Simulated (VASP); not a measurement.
# AlO4 (P-43m) in VASP: a series of runs

AlO4 is run at these levels: PBE; tasks: single point.

Program: VASP 6.6.1. These are calculated values, not measurements. Logs are shortened: lines on timing, memory, paths and dates and some standing lists are left out, and cuts for length are marked.

## 1. The cell of the first run

Symmetry: P-43m, No. 215, cubic system. The conventional cell has a = 3.982 Å, b = 3.982 Å, c = 3.982 Å, α = 90.00°, β = 90.00°, γ = 90.00°. Within 2.4 Å of Al (site symmetry -43m) lie 4 O at 1.79 Å. Within 2.4 Å of O (site symmetry 3m) lie 1 Al at 1.79 Å.

## 2. Single point, PBE, collinear spin, ferromagnetic start

Input file INCAR:

```
ALGO = Normal
EDIFF = 1E-6
ENCUT = 520
GGA = PE
ISIF = 2
ISMEAR = 0
ISPIN = 2
LASPH = True
LCHARG = True
LELF = True
LORBIT = 11
LREAL = False
LVHAR = True
LWAVE = False
MAGMOM = 0 0 1.14 1.14 1.14 1.14 1.14 1.14 1.14 1.14
NBANDS = 42
NELM = 150
PREC = Accurate
SIGMA = 0.2
```

Input file KPOINTS:

```
k-points
0
Gamma
  6 6 4
```

Input file POSCAR:

```
AlO4
1.0
   -3.9821841102      0.0000000000      0.0000000000
    0.0000000000      0.0000000000     -3.9821841102
    0.0000000000     -7.9643682204      0.0000000000
Al O
2 8
Direct
    1.0000000000      1.0000000000      1.0000000000
    1.0000000000      1.0000000000      0.5000000000
    0.7399378599      0.7399378599      0.8699689299
    0.7399378599      0.7399378599      0.3699689299
    0.2600621401      0.7399378599      0.6300310701
    0.2600621401      0.7399378599      0.1300310701
    0.7399378599      0.2600621401      0.6300310701
    0.7399378599      0.2600621401      0.1300310701
    0.2600621401      0.2600621401      0.8699689299
    0.2600621401      0.2600621401      0.3699689299
```

Potentials or basis: VASP PAW PBE potentials, release 64 (Al, O).

Command:

```
$ cat potpaw_PBE.64/Al/POTCAR potpaw_PBE.64/O/POTCAR > POTCAR
$ mpirun -np 1 vasp_std > vasp.out
```

OUTCAR:

```text
EDIFF = 1E-6
   ENCUT = 520
   GGA = PE
   ISIF = 2
   ISMEAR = 0
   ISPIN = 2
   LASPH = True
   LORBIT = 11
   LREAL = False
   NELM = 150
   PREC = Accurate

 ion  position               nearest neighbor table
   1  0.000  0.000  0.000-   3 1.79   6 1.79   8 1.79   9 1.79
   2  0.000  0.000  0.500-   4 1.79   5 1.79   7 1.79  10 1.79
   3  0.740  0.740  0.870-   1 1.79
   4  0.740  0.740  0.370-   2 1.79
   5  0.260  0.740  0.630-   2 1.79
   6  0.260  0.740  0.130-   1 1.79
   7  0.740  0.260  0.630-   2 1.79
   8  0.740  0.260  0.130-   1 1.79
   9  0.260  0.260  0.870-   1 1.79
  10  0.260  0.260  0.370-   2 1.79

  LATTYP: Found a simple tetragonal cell.
 ALAT       =     3.9821841102
 C/A-ratio  =     2.0000000000

  Lattice vectors:

 A1 = (  -3.9821841102,   0.0000000000,   0.0000000000)
 A2 = (   0.0000000000,   0.0000000000,  -3.9821841102)
 A3 = (   0.0000000000,  -7.9643682204,   0.0000000000)

Analysis of symmetry for initial positions (statically):
=====================================================================
 Subroutine PRICEL returns following result:

  LATTYP: Found a simple cubic cell.
 ALAT       =     3.9821841102
[... 12 lines left out ...]
 Subroutine GETGRP returns: Found  8 space group operations
 (whereof  8 operations were pure point group operations)
 out of a pool of 16 trial point group operations.

The static configuration has the point symmetry D_2d.

Analysis of symmetry for dynamics (positions and initial velocities):
=====================================================================
 Subroutine PRICEL returns following result:

  LATTYP: Found a simple cubic cell.
 ALAT       =     3.9821841102
[... 12 lines left out ...]
 Subroutine GETGRP returns: Found  8 space group operations
 (whereof  8 operations were pure point group operations)
 out of a pool of 16 trial point group operations.

The dynamic configuration has the point symmetry D_2d.

Analysis of structural, dynamic, and magnetic symmetry:
=====================================================================
 Subroutine PRICEL returns following result:

  LATTYP: Found a simple cubic cell.
 ALAT       =     3.9821841102
[... 12 lines left out ...]
 Subroutine GETGRP returns: Found  8 space group operations
 (whereof  8 operations were pure point group operations)
 out of a pool of 16 trial point group operations.

The overall configuration has the point symmetry D_2d.

 Subroutine INISYM returns: Found  8 space group operations
 (whereof  8 operations are pure point group operations),
 and found     2 'primitive' translations

[... 155 lines left out ...]
 fundamental gap:      0.0067507779
 Fermi energy:        -0.1952615077

 spin component 1

 k-point     1 :       0.0000    0.0000    0.0000
  band No.  band energies     occupation
      1     -18.7175      1.00000
      2     -18.0944      1.00000
      3     -17.8992      1.00000
      4     -17.1865      1.00000
      5     -17.1865      1.00000
      6     -17.1865      1.00000
[... 997 lines left out ...]
     38      11.0482      0.00000
     39      11.3722      0.00000

 [... further k-points ...]

 spin component 2

 k-point     1 :       0.0000    0.0000    0.0000
  band No.  band energies     occupation
      1     -16.8794      1.00000
      2     -16.1892      1.00000
      3     -15.9067      1.00000
      4     -15.0892      1.00000
      5     -15.0892      1.00000
      6     -15.0892      1.00000
[... 997 lines left out ...]
     38      11.6386      0.00000
     39      11.7409      0.00000

 [... further k-points ...]

 [bands above 39 left out]

------------------------ aborting loop because EDIFF is reached ----------------------------------------

  FORCE on cell =-STRESS in cart. coord.  units (eV):
  Direction    XX          YY          ZZ          XY          YZ          ZX
  --------------------------------------------------------------------------------------
  -------------------------------------------------------------------------------------
  Total       -0.1173002     -0.1087917     -0.1173002      0.0000000      0.0000000      0.0000000
  in kB       -1.4880421     -1.3801059     -1.4880421      0.0000000      0.0000000      0.0000000
  external PRESSURE =      -1.4520634 kB  Pullay stress =       0.0000000 kB

 VOLUME and BASIS-vectors are now :
 -----------------------------------------------------------------------------
  energy-cutoff  :      520.00
  volume of cell :      126.30
      direct lattice vectors                 reciprocal lattice vectors
    -3.982184110  0.000000000  0.000000000    -0.251118475  0.000000000  0.000000000
     0.000000000  0.000000000 -3.982184110     0.000000000  0.000000000 -0.251118475
     0.000000000 -7.964368220  0.000000000     0.000000000 -0.125559237  0.000000000

 POSITION                                       TOTAL-FORCE (eV/Angst)
 -----------------------------------------------------------------------------------
      0.00000      0.00000      0.00000        -0.000000      0.000000      0.000000
      0.00000     -3.98218      0.00000         0.000000      0.000000     -0.000000
     -2.94657     -6.92875     -2.94657         0.016439      0.017061      0.016439
     -2.94657     -2.94657     -2.94657         0.016439      0.017061      0.016439
     -1.03562     -5.01780     -2.94657        -0.016439     -0.017061      0.016439
     -1.03562     -1.03562     -2.94657        -0.016439     -0.017061      0.016439
     -2.94657     -5.01780     -1.03562         0.016439     -0.017061     -0.016439
     -2.94657     -1.03562     -1.03562         0.016439     -0.017061     -0.016439
     -1.03562     -6.92875     -1.03562        -0.016439      0.017061     -0.016439
     -1.03562     -2.94657     -1.03562        -0.016439      0.017061     -0.016439
 -----------------------------------------------------------------------------------
    total drift:                               -0.000000      0.000000     -0.000000

  FREE ENERGIE OF THE ION-ELECTRON SYSTEM (eV)
  ---------------------------------------------------
  free  energy   TOTEN  =       -46.8119368541 eV

  energy  without entropy=      -46.7149795694  energy(sigma->0) =      -46.76345821

 total charge

# of ion       s       p       d       tot
------------------------------------------
    1        0.364   0.446   0.000   0.810
    2        0.364   0.446   0.000   0.810
    3        1.612   3.150   0.000   4.762
    4        1.612   3.150   0.000   4.762
    5        1.612   3.150   0.000   4.762
    6        1.612   3.150   0.000   4.762
    7        1.612   3.150   0.000   4.762
    8        1.612   3.150   0.000   4.762
    9        1.612   3.150   0.000   4.762
   10        1.612   3.150   0.000   4.762
--------------------------------------------------
tot         13.622  26.095   0.000  39.717

 magnetization (x)

# of ion       s       p       d       tot
------------------------------------------
    1       -0.017  -0.024   0.000  -0.040
    2       -0.017  -0.024   0.000  -0.040
    3        0.013   1.032   0.000   1.046
    4        0.013   1.032   0.000   1.046
    5        0.013   1.032   0.000   1.046
    6        0.013   1.032   0.000   1.046
    7        0.013   1.032   0.000   1.046
    8        0.013   1.032   0.000   1.046
    9        0.013   1.032   0.000   1.046
   10        0.013   1.032   0.000   1.046
--------------------------------------------------
tot          0.071   8.212   0.000   8.284
```

OSZICAR:

```text
N       E                     dE             d eps       ncg     rms          rms(c)
DAV:   1     0.263265328509E+03    0.26327E+03   -0.27735E+04  5056   0.117E+03
DAV:   2    -0.295005861170E+02   -0.29277E+03   -0.28109E+03  6532   0.265E+02
DAV:   3    -0.470708212758E+02   -0.17570E+02   -0.16704E+02  5984   0.611E+01
DAV:   4    -0.472315521645E+02   -0.16073E+00   -0.16062E+00  5424   0.687E+00
DAV:   5    -0.472334663384E+02   -0.19142E-02   -0.19140E-02  5774   0.732E-01    0.128E+01
DAV:   6    -0.468985885136E+02    0.33488E+00   -0.58093E+00  5712   0.123E+01    0.624E+00
DAV:   7    -0.468098976462E+02    0.88691E-01   -0.61777E-01  5290   0.415E+00    0.303E+00
DAV:   8    -0.467860299215E+02    0.23868E-01   -0.87021E-02  5492   0.192E+00    0.113E+00
DAV:   9    -0.468047212731E+02   -0.18691E-01   -0.19245E-02  5316   0.908E-01    0.426E-01
DAV:  10    -0.468106881941E+02   -0.59669E-02   -0.17061E-03  5464   0.280E-01    0.192E-01
DAV:  11    -0.468117166933E+02   -0.10285E-02   -0.87451E-04  5332   0.162E-01    0.725E-02
DAV:  12    -0.468119238699E+02   -0.20718E-03   -0.14933E-04  5518   0.729E-02    0.174E-02
DAV:  13    -0.468119323971E+02   -0.85273E-05   -0.73484E-06  5480   0.158E-02    0.914E-03
DAV:  14    -0.468119361928E+02   -0.37957E-05   -0.45508E-06  4738   0.122E-02    0.331E-03
DAV:  15    -0.468119368541E+02   -0.66132E-06   -0.70366E-07  3610   0.498E-03
   1 F= -.46811937E+02 E0= -.46763458E+02  d E =-.969573E-01  mag=    10.0000
```

Run time: 3.2 min. Hardware: 1 thread of Intel Xeon Platinum 8488C (Sapphire Rapids), shared host; peak memory 0.38 GiB.

What came out:

```yaml
Free_energy: -46.8119 eV
Pressure: -0.1 GPa
Largest_force: 0.029 eV/Å
Band_gap_on_the_k_mesh: zero (filled and empty bands overlap)
Net_moment: 10.00 μB per cell
Site_moments: Al -0.04; O +1.05 μB
Valence_electrons_inside_the_program's_atomic_spheres: Al 0.81; O 4.76
```

Forces on the atoms (eV/Å):
```
Al   0.000  0.000  0.000
Al   0.000  0.000  0.000
O    0.016  0.017  0.016
O    0.016  0.017  0.016
O   -0.016 -0.017  0.016
O   -0.016 -0.017  0.016
O    0.016 -0.017 -0.016
O    0.016 -0.017 -0.016
O   -0.016  0.017 -0.016
O   -0.016  0.017 -0.016
```

## 3. Single point, PBE

This run uses another cell than the first one: it holds 5 atoms, not 10.

Input file INCAR:

```
SYSTEM = AlO4
  ALGO = Normal
  EDIFF = 1E-6
  ENCUT = 600
  GGA = PE
  GGA_COMPAT = .False.
  ISIF = 2
  ISMEAR = 0
  LASPH = .True.
  LCHARG = .False.
  LREAL = .False.
  LWAVE = .False.
  NBANDS = 22
  NELM = 120
  PREC = Accurate
  SIGMA = 0.1
```

Input file KPOINTS:

```
k-points
0
Gamma
  4 4 4
  0 0 0
```

Input file POSCAR:

```
AlO4
1.0
    3.8399742900      0.0000000000      0.0000000000
    0.0000000000      3.8399742900      0.0000000000
    0.0000000000      0.0000000000      3.8399742900
Al O
1 4
Direct
    0.0000000000      0.0000000000      0.0000000000
    0.2500000000      0.2500000000      0.2500000000
    0.7500000000      0.7500000000      0.2500000000
    0.2500000000      0.7500000000      0.7500000000
    0.7500000000      0.2500000000      0.7500000000
```

Potentials or basis: VASP PAW PBE potentials, release 64 (Al, O).

Command:

```
$ cat potpaw_PBE.64/Al/POTCAR potpaw_PBE.64/O/POTCAR > POTCAR
$ mpirun -np 1 vasp_std > vasp.out
```

OUTCAR:

```text
SYSTEM = AlO4
   EDIFF = 1E-6
   ENCUT = 600
   GGA = PE
   ISIF = 2
   ISMEAR = 0
   LASPH = .True.
   LREAL = .False.
   NELM = 120
   PREC = Accurate

 ion  position               nearest neighbor table
   1  0.000  0.000  0.000-   2 1.66   3 1.66   4 1.66   5 1.66
   2  0.250  0.250  0.250-   1 1.66
   3  0.750  0.750  0.250-   1 1.66
   4  0.250  0.750  0.750-   1 1.66
   5  0.750  0.250  0.750-   1 1.66

[... 435 lines left out ...]
  Direction    XX          YY          ZZ          XY          YZ          ZX
  --------------------------------------------------------------------------------------
  -------------------------------------------------------------------------------------
  Total        5.9236005      5.9236005      5.9236005     -0.0000000      0.0000000     -0.0000000
  in kB      167.6144244    167.6144244    167.6144244     -0.0000000      0.0000000     -0.0000000
  external PRESSURE =     167.6144244 kB  Pullay stress =       0.0000000 kB

 VOLUME and BASIS-vectors are now :
 -----------------------------------------------------------------------------
  energy-cutoff  :      600.00
  volume of cell :       56.62
      direct lattice vectors                 reciprocal lattice vectors
     3.839974290  0.000000000  0.000000000     0.260418410  0.000000000  0.000000000
     0.000000000  3.839974290  0.000000000     0.000000000  0.260418410  0.000000000
     0.000000000  0.000000000  3.839974290     0.000000000  0.000000000  0.260418410

 POSITION                                       TOTAL-FORCE (eV/Angst)
 -----------------------------------------------------------------------------------
      0.00000      0.00000      0.00000         0.000000      0.000000     -0.000000
      0.95999      0.95999      0.95999         2.008650      2.008650      2.008650
      2.87998      2.87998      0.95999        -2.008650     -2.008650      2.008650
      0.95999      2.87998      2.87998         2.008650     -2.008650     -2.008650
      2.87998      0.95999      2.87998        -2.008650      2.008650     -2.008650
 -----------------------------------------------------------------------------------
    total drift:                                0.000000      0.000000      0.000000

  FREE ENERGIE OF THE ION-ELECTRON SYSTEM (eV)
  ---------------------------------------------------
  free  energy   TOTEN  =       -21.1122951808 eV

  energy  without entropy=      -21.0737516974  energy(sigma->0) =      -21.09302344
```

OSZICAR:

```text
N       E                     dE             d eps       ncg     rms          rms(c)
DAV:   1     0.129570906085E+03    0.12957E+03   -0.14870E+04   448   0.122E+03
DAV:   2    -0.154087996663E+02   -0.14498E+03   -0.14198E+03   602   0.271E+02
DAV:   3    -0.220398705218E+02   -0.66311E+01   -0.65227E+01   542   0.517E+01
DAV:   4    -0.220910905910E+02   -0.51220E-01   -0.51211E-01   512   0.548E+00
DAV:   5    -0.220916866701E+02   -0.59608E-03   -0.59607E-03   530   0.584E-01    0.854E+00
DAV:   6    -0.212227829886E+02    0.86890E+00   -0.15423E+00   536   0.819E+00    0.430E+00
DAV:   7    -0.211116361631E+02    0.11115E+00   -0.25265E-01   518   0.305E+00    0.142E+00
DAV:   8    -0.211103130018E+02    0.13232E-02   -0.29532E-02   530   0.120E+00    0.245E-01
DAV:   9    -0.211119925001E+02   -0.16795E-02   -0.21800E-03   476   0.345E-01    0.104E-01
DAV:  10    -0.211122774080E+02   -0.28491E-03   -0.28864E-04   494   0.111E-01    0.274E-02
DAV:  11    -0.211122930699E+02   -0.15662E-04   -0.12571E-05   512   0.299E-02    0.128E-02
DAV:  12    -0.211122950804E+02   -0.20105E-05   -0.26446E-06   434   0.117E-02    0.241E-03
DAV:  13    -0.211122951808E+02   -0.10043E-06   -0.40581E-07   310   0.437E-03
   1 F= -.21112295E+02 E0= -.21093023E+02  d E =-.385435E-01
```

Run time: 18 s. Hardware: 1 thread of Intel Xeon 8259CL, shared host; peak memory 0.17 GiB.

Results:

| Property | Result |
| --- | --- |
| Free energy | -21.1123 eV |
| Pressure | 16.8 GPa |
| Band gap on the k mesh | zero (an odd number of electrons rules out a gap without spin polarisation) |

Levels at points of the mesh, in eV from the Fermi level:
```
           k point  band 10  band 11  band 12  band 13  band 14  band 15  band 16  band 17  band 18  band 19
(0.00, 0.00, 0.00)    -1.20    -0.42    -0.42    -0.42     0.45     0.45     0.45     9.20    11.35    11.35
(0.50, 0.00, 0.00)    -1.51    -1.38    -1.38    -0.26    -0.26     0.08     0.08    11.44    11.96    12.97
(0.50, 0.50, 0.00)    -1.33    -1.33    -0.95    -0.02    -0.02     0.11     0.48    13.00    13.42    13.42
(0.50, 0.50, 0.50)    -0.35    -0.35     0.19     0.19     0.44     0.44     0.44    13.71    13.77    13.77
```

Caveat: the k points lie up to 0.41 Å⁻¹ apart, too coarse for converged energies and pressures of a metal; an odd number of electrons without spin polarisation forces a metal; a magnetic or distorted state may lie lower.
